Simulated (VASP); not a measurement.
Runs of VASP 6.6.1 on Ba. The structure is that of space group P4/mmm (No. 123), or close to it. The cells are those of the table. 

```tsv
cell	k mesh	gap on the mesh (eV)	pressure (GPa)
a = 3.906, b = 3.906, c = 3.575 Å, 1 atom	10 × 10 × 12	none	1.4
a = 3.918, b = 3.918, c = 3.586 Å, 1 atom	10 × 10 × 12	none	(b)
a = 3.961, b = 3.961, c = 3.246 Å, 1 atom	10 × 10 × 12	none	2.6
a = 4.030, b = 4.030, c = 3.741 Å, 1 atom	10 × 10 × 12	none	(a)
a = 3.898, b = 4.027, c = 3.614 Å, angles 89.6, 90.4, 90.0°, 1 atom	10 × 10 × 10	none	0.9
```

Alike in all rows: task single point; level PBE; potentials or basis VASP PAW PBE potentials, release 64 (Ba_sv); no spin polarisation; cutoff (eV) 520; smearing gaussian 0.1 eV.

Task: Estimate the missing entries.

Result: (a) 0.3; (b) 1.2.

Caveats: spin-orbit coupling is left out, which moves the levels of the heavy elements.

A k mesh can miss the band edges, and the runs leave out spin-orbit coupling on Ba.

A gap of «none» marks levels without a gap at the run's occupations.
